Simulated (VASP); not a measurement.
Input of a VASP 6.6.1 run:

Contents of POSCAR:

```
Ru
1.0
    2.7059477279      0.0000000000      0.0000000000
   -1.3529738639      2.3434194737      0.0000000000
    0.0000000000      0.0000000000      4.2579056513
Ru
2
Direct
    0.3333333333      0.6666666667      0.2500000000
    0.6666666667      0.3333333333      0.7500000000
```

Contents of INCAR.step1:

```
SYSTEM = Ru
PREC = Accurate ; ENCUT = 620
ISMEAR = -1 ; SIGMA = 0.1
LREAL = .False. ; LASPH = .True.
NELM = 120 ; NBANDS = 23
GGA = PE ; ALGO = Normal
EDIFF = 1E-5 ; LWAVE = .True.
LCHARG = .False. ; GGA_COMPAT = .False.
```

The input INCAR.step2:

```
SYSTEM = Ru
PREC = Accurate ; ENCUT = 620
EDIFF = 1E-6 ; ISMEAR = -1
SIGMA = 0.1 ; LREAL = .False.
LASPH = .True. ; NELM = 120
ALGO = Normal ; ISIF = 2
LWAVE = .False. ; LCHARG = .False.
METAGGA = R2SCAN ; LMIXTAU = .True.
NBANDS = 23 ; ISTART = 1
GGA_COMPAT = .False.
```

Contents of KPOINTS:

```
Automatic mesh
0
Gamma
  2 2 1
  0 0 0
```

Potentials or basis: VASP PAW PBE potentials, release 64 (Ru_sv).

The run is started by

```console
$ cat potpaw_PBE.64/Ru_sv/POTCAR > POTCAR
$ cp INCAR.step1 INCAR
$ mpirun -np 1 vasp_std > vasp.out
$ cp INCAR.step2 INCAR
$ mpirun -np 1 vasp_std > vasp.out
```

What does it give for the band gap on the k mesh?

Zero (bands 16 and 17 overlap by 2.71 eV).

Estimate the pressure.

7.5 GPa.

Stress tensor (GPa, compression positive):
```
 4.47  0.00  0.00
 0.00  4.47  0.00
 0.00  0.00 13.65
```

Caveat: the k points lie up to 1.48 Å⁻¹ apart, too coarse for converged energies and pressures of a metal; the PAW data sets were made with another functional, which shifts forces and pressure a little.
